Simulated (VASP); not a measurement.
# Au (P-1) in VASP: single point with PBEsol

Aim: the single point of Au with PBEsol.

Everything below comes from runs of VASP 6.6.1. Logs are shortened: lines on timing, memory, paths and dates and some standing lists are left out, and cuts for length are marked.

## 1. The cell of the first run

The typed cell holds 1 atom: a = 2.887 Å, b = 2.814 Å, c = 2.913 Å, α = 58.78°, β = 62.40°, γ = 61.18°.

## 2. Single point, PBEsol

File INCAR:

```
PREC = Accurate ; ENCUT = 520
EDIFF = 1E-6 ; ISMEAR = 0
SIGMA = 0.15 ; LREAL = False
LASPH = True ; NELM = 100
ALGO = Fast ; ISIF = 2
LWAVE = False ; LCHARG = True
GGA = PS ; LELF = True
LVHAR = True ; NBANDS = 12
```

File KPOINTS:

```
Automatic mesh
0
Gamma
  14 14 14
```

File POSCAR:

```
Au
1.0
   -0.0630656700      2.0389321245      2.0431874059
    2.0298611041      0.0308818461      1.9492398897
    2.1012738029      2.0163973071     -0.0405308526
Au
1
Direct
    0.0000000000      0.0000000000      0.0000000000
```

Potentials or basis: VASP PAW PBE potentials, release 64 (Au).

On the command line:

```bash
$ cat potpaw_PBE.64/Au/POTCAR > POTCAR
$ mpirun -np 1 vasp_std > vasp.out
```

OUTCAR:

```text
PREC = Accurate
   ENCUT = 520
   EDIFF = 1E-6
   ISMEAR = 0
   LREAL = False
   LASPH = True
   NELM = 100
   ISIF = 2
   GGA = PS

 ion  position               nearest neighbor table
   1  0.000  0.000  0.000-

  LATTYP: Found a triclinic cell.
 ALAT       =     2.8143961942
 B/A-ratio  =     1.0258629682
 C/A-ratio  =     0.9990989992
 COS(alpha) =     0.0026664193
 COS(beta)  =     0.4640397337
 COS(gamma) =     0.4821273867

  Lattice vectors:

 A1 = (   2.0298611041,   0.0308818461,   1.9492398897)
 A2 = (  -0.0630656700,   2.0389321245,   2.0431874059)
 A3 = (  -0.0714126988,  -1.9855154610,   1.9897707423)

Analysis of symmetry for initial positions (statically):
=====================================================================
 Subroutine PRICEL returns:
 Original cell was already a primitive cell.

 Routine SETGRP: Setting up the symmetry group for a
 triclinic supercell.

 Subroutine GETGRP returns: Found  2 space group operations
 (whereof  2 operations were pure point group operations)
 out of a pool of  2 trial point group operations.

The static configuration has the point symmetry S_2 .

Analysis of symmetry for dynamics (positions and initial velocities):
=====================================================================
 Subroutine PRICEL returns:
 Original cell was already a primitive cell.

 Routine SETGRP: Setting up the symmetry group for a
 triclinic supercell.

 Subroutine GETGRP returns: Found  2 space group operations
 (whereof  2 operations were pure point group operations)
 out of a pool of  2 trial point group operations.

The dynamic configuration has the point symmetry S_2 .

 Subroutine INISYM returns: Found  2 space group operations
 (whereof  2 operations are pure point group operations),
 and found     1 'primitive' translations

----------------------------------------------------------------------------------------

                                     Primitive cell

  volume of cell :      16.9971

  direct lattice vectors                    reciprocal lattice vectors
    -0.063065670  2.038932125  2.043187406    -0.231315136  0.245815523  0.236987947
     2.029861104  0.030881846  1.949239890     0.247248619 -0.252439073  0.259544981
     2.101273803  2.016397307 -0.040530853     0.230113563  0.251237500 -0.243611497

  length of vectors
     2.887184833  2.814396194  2.912533681     0.412426055  0.438430111  0.418830627

[... 81 lines left out ...]
   NSW    =      0    number of steps for IOM
   IBRION =     -1    ionic relax: 0-MD 1-quasi-New 2-CG
   NFREE  =      0    steps in history (QN), initial steepest desc. (CG)
   ISIF   =      2    stress and relaxation
   ISYM   =      2    0-nonsym 1-usesym 2-fastsym
   POTIM  = 0.5000    time-step for ionic-motion
   TEBEG  =    0.0;   TEEND  =   0.0 temperature during run
   PSTRESS=    0.0 pullay stress
   NELECT =      11.0000    total number of electrons
   NUPDOWN=      -1.0000    fix difference up-down
   EMIN   =  10.00;   EMAX   =-10.00  energy-range for DOS
   EFERMI =   0.00;   METHOD = LEGACY
   ISMEAR =     0;   SIGMA  =   0.15  broadening in eV -4-tet -1-fermi 0-gaus
   EFERMI_NEDOS =   21; number of points for ismear=-14 and -15
   IALGO  =     68    algorithm
   IMIX   =      4    mixing-type and parameters
     AMIX     =   0.40;   BMIX     =  1.00
     AMIX_MAG =   1.60;   BMIX_MAG =  1.00
  volume/ion in A,a.u.               =      17.00       114.70
  Fermi-wavevector in a.u.,A,eV,Ry     =   1.416056  2.675958 27.282612  2.005215
  Thomas-Fermi vector in A             =   2.537430
   LORBIT       =      0    0 simple, 1 ext, 2 COOP (PROOUT), +10 PAW based schemes
   GGA     = PS    functional components
   LHFCALC =     F    Hartree Fock is set to
   AEXX    =    0.0000 exact exchange contribution
   IVDW    =     0    specifies the selected vdW correction
   LEPSILON=     F    determine dielectric tensor
   LRPA    =     F    only Hartree local field effects (RPA)
 non-spin polarized calculation
 RMM-DIIS sequential band-by-band and
 Gauss-broadening in eV      SIGMA  =   0.15
  energy-cutoff  :      520.00
  volume of cell :       17.00
 maximum number of plane-waves:       471
 NGX is ok and might be reduce to    24
   NGX = 11   NGY = 11   NGZ = 11

 number of electron      11.0000000 magnetization

 Free energy of the ion-electron system (eV)
  ---------------------------------------------------
  ext. energy  EPLUGINS =         0.00000000
  ---------------------------------------------------
  free energy    TOTEN  =        -3.91458231 eV

  energy without entropy =       -3.91102624  energy(sigma->0) =       -3.91280428

 E-fermi :   9.3536     XC(G=0): -12.8977

 val. band max:        9.3532758435   @ k =   0.4286   0.2857   0.5000
 cond. band min:       9.3545612819   @ k =  -0.2143   0.2857   0.2143
 fundamental gap:      0.0012854385
 Fermi energy:         9.3536043421

 k-point     1 :       0.0000    0.0000    0.0000
  band No.  band energies     occupation
      1      -0.6308      2.00000
      2       4.2091      2.00000
      3       4.5929      2.00000
      4       4.9755      2.00000
      5       6.0032      2.00000
      6       6.3976      2.00000
      7      23.7267      0.00000
      8      26.6448      0.00000
      9      28.0005      0.00000
     10      29.0560      0.00000
     11      32.6643      0.00000
     12      36.4792      0.00000
[... 331 lines left out ...]
 k-point    24 :       0.0714    0.1429    0.0000
  band No.  band energies     occupation
      1       0.0689      2.00000
      2       4.4262      2.00000
      3       4.7205      2.00000
      4       4.9489      2.00000
      5       5.8623      2.00000
      6       6.2245      2.00000
      7      24.6091      0.00000
      8      26.1619      0.00000
      9      27.0724      0.00000
     10      28.0083      0.00000
     11      33.0040      0.00000
     12      34.1936      0.00000

 [... further k-points ...]
[... 5 lines left out ...]
  --------------------------------------------------------------------------------------
  -------------------------------------------------------------------------------------
  Total       -0.0135038      0.1022292      0.0795311      0.0044016     -0.0693386      0.1784315
  in kB       -1.2728899      9.6362912      7.4967354      0.4149019     -6.5359708     16.8192490
  external PRESSURE =       5.2867122 kB  Pullay stress =       0.0000000 kB

 VOLUME and BASIS-vectors are now :
 -----------------------------------------------------------------------------
  energy-cutoff  :      520.00
  volume of cell :       17.00
      direct lattice vectors                 reciprocal lattice vectors
    -0.063065670  2.038932125  2.043187406    -0.231315136  0.245815523  0.236987947
     2.029861104  0.030881846  1.949239890     0.247248619 -0.252439073  0.259544981
     2.101273803  2.016397307 -0.040530853     0.230113563  0.251237500 -0.243611497

 POSITION                                       TOTAL-FORCE (eV/Angst)
 -----------------------------------------------------------------------------------
      0.00000      0.00000      0.00000         0.000000     -0.000000      0.000000
 -----------------------------------------------------------------------------------
    total drift:                               -0.000000      0.000000      0.000000

  FREE ENERGIE OF THE ION-ELECTRON SYSTEM (eV)
  ---------------------------------------------------
  free  energy   TOTEN  =        -3.9145823088 eV

  energy  without entropy=       -3.9110262414  energy(sigma->0) =       -3.91280428
```

OSZICAR:

```text
N       E                     dE             d eps       ncg     rms          rms(c)
DAV:   1     0.486961048334E+02    0.48696E+02   -0.55822E+03 34344   0.817E+02
DAV:   2    -0.355375946828E+01   -0.52250E+02   -0.49297E+02 38724   0.187E+02
DAV:   3    -0.425606984410E+01   -0.70231E+00   -0.70142E+00 39936   0.209E+01
DAV:   4    -0.425836673042E+01   -0.22969E-02   -0.22968E-02 39444   0.138E+00
DAV:   5    -0.425838305046E+01   -0.16320E-04   -0.16320E-04 40628   0.111E-01    0.970E+00
RMM:   6    -0.394060189364E+01    0.31778E+00   -0.36615E-01 33115   0.501E+00    0.595E+00
RMM:   7    -0.391752784135E+01    0.23074E-01   -0.43114E-02 35316   0.191E+00    0.287E+00
RMM:   8    -0.391462426557E+01    0.29036E-02   -0.41517E-03 37313   0.563E-01    0.403E-01
RMM:   9    -0.391458041370E+01    0.43852E-04   -0.51905E-04 39150   0.192E-01    0.113E-01
RMM:  10    -0.391458227311E+01   -0.18594E-05   -0.77962E-05 38877   0.669E-02    0.785E-02
RMM:  11    -0.391458228460E+01   -0.11496E-07   -0.15420E-05 37134   0.257E-02    0.113E-02
RMM:  12    -0.391458230878E+01   -0.24171E-07   -0.18303E-06 31218   0.843E-03
   1 F= -.39145823E+01 E0= -.39128043E+01  d E =-.355607E-02
```

Run time: 4.4 min. Hardware: 1 thread of AMD EPYC 7R43 (Zen 3), shared host; peak memory 0.34 GiB.

Results:

- Free energy: -3.9146 eV
- Pressure: 0.5 GPa
- Band gap on the k mesh: zero (an odd number of electrons rules out a gap without spin polarisation)

Caveat: the PAW data sets were made with another functional, which shifts forces and pressure a little; spin-orbit coupling is left out, which moves the levels of the heavy elements.
